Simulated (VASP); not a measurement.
# Tl: relaxation of cell and atoms with RPBE

The system is Tl.

```
Tl
1.0
     5.41113    0.00000    0.00000
    -2.70557    4.68618    0.00000
     0.00000    0.00000    3.31703
Tl
3
Direct
  0.00000 0.00000 0.00000
  0.33333 0.66667 0.50000
  0.66667 0.33333 0.50000
```

```yaml
Program: VASP 6.6.1
Task: relaxation of cell and atoms
Functional: RPBE
Potentials_or_basis: VASP PAW PBE potentials, release 64 (Tl_d)
Cutoff: 600 eV
k_mesh: 7 × 7 × 10
Occupations: fermi-dirac, width 0.1 eV
Spin: no spin polarisation
Dipole_correction: no
Further_INCAR_settings: ALGO = Normal; EDIFF = 1e-06; IBRION = 2; EDIFFG = -0.01; NSW = 80; ISIF = 3
```

```yaml
Relaxed_volume: 34.01 Å³/atom
Relaxed_cell: a = 5.771 Å, b = 5.771 Å, c = 3.538 Å, α = 90.00°, β = 90.00°, γ = 120.00°
Space_group_after_relaxing_to_0.05_Å: P6/mmm (No. 191)
Energy_gained_by_relaxing: 95.2 meV/atom
Ionic_steps: 4
Pressure_after_relaxing: 0.0 GPa
```

Step by step:
```csv
step,energy change (eV),largest force (eV/Å),pressure (GPa),volume (Å³)
1,0.0000,0.0000,6.31,84.11
2,-0.2768,0.0000,0.79,98.29
3,-0.2849,0.0000,-0.22,103.14
4,-0.2856,0.0000,0.00,102.04
```

Final structure:
```cif
data_structure
_symmetry_space_group_name_H-M 'P 1'
_symmetry_Int_Tables_number 1
_cell_length_a 5.7709
_cell_length_b 5.7709
_cell_length_c 3.5379
_cell_angle_alpha 90.000
_cell_angle_beta 90.000
_cell_angle_gamma 120.000
_cell_volume 102.04
loop_
_atom_site_label
_atom_site_type_symbol
_atom_site_fract_x
_atom_site_fract_y
_atom_site_fract_z
_atom_site_occupancy
Tl1 Tl 0.00000 0.00000 0.00000 1
Tl2 Tl 0.33333 0.66667 0.50000 1
Tl3 Tl 0.66667 0.33333 0.50000 1
```

Levels at points of the mesh, in eV from the Fermi level:
```
           k point  band 17  band 18  band 19  band 20  band 21  band 22
(0.00, 0.00, 0.00)    -4.78    -4.48    -0.38    -0.38    -0.22    -0.22
(0.00, 0.00, 0.50)    -5.40    -2.70    -0.24     0.60     1.30     1.30
```

Run time: 5.1 min on 1 thread of Intel(R) Xeon(R) Platinum 8488C (Sapphire Rapids), with other jobs on the host, peak memory 0.3 GiB.

Caveat: the volume moved by over 15 % at a fixed basis, so the end points are rough; the PAW data sets were made with another functional, which shifts forces and pressure a little; spin-orbit coupling is left out, which moves the levels of the heavy elements.
